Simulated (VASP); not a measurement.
Crystal: C.

```xyz
2
Lattice="0.0000 1.7659 1.7659 1.7659 0.0000 1.7659 1.7659 1.7659 0.0000" Properties=species:S:1:pos:R:3 pbc="T T T"
C     1.7659    1.7659    1.7659
C     2.6488    2.6488    2.6488
```

Base run:

* Program: VASP 6.6.1
* Functional: LDA
* Potentials or basis: VASP PAW LDA potentials, release 64 (C_h)
* Cutoff: 910 eV
* k mesh: 8 × 8 × 8
* Occupations: fermi-dirac, width 0.05 eV
* Spin: no spin polarisation

Its results: band gap on the k mesh 4.17 eV, indirect (least direct gap 5.63 eV); pressure 0.6 GPa.

Problem. The run is repeated on the same cell with these changes: potentials or basis from VASP PAW LDA potentials, release 64 (C_h) to VASP PAW LDA potentials, release 64 (C); cutoff from 910 eV to 520 eV. What comes out?

Solution. Band gap on the k mesh 4.17 eV, indirect (least direct gap 5.63 eV); pressure 1.6 GPa.

Caveats: the cutoff is under 1.25 times the usual one of these potentials, so pressure, stress and relaxed cells hold a basis-set (Pulay) error (some runs).

A k mesh can miss the band edges.
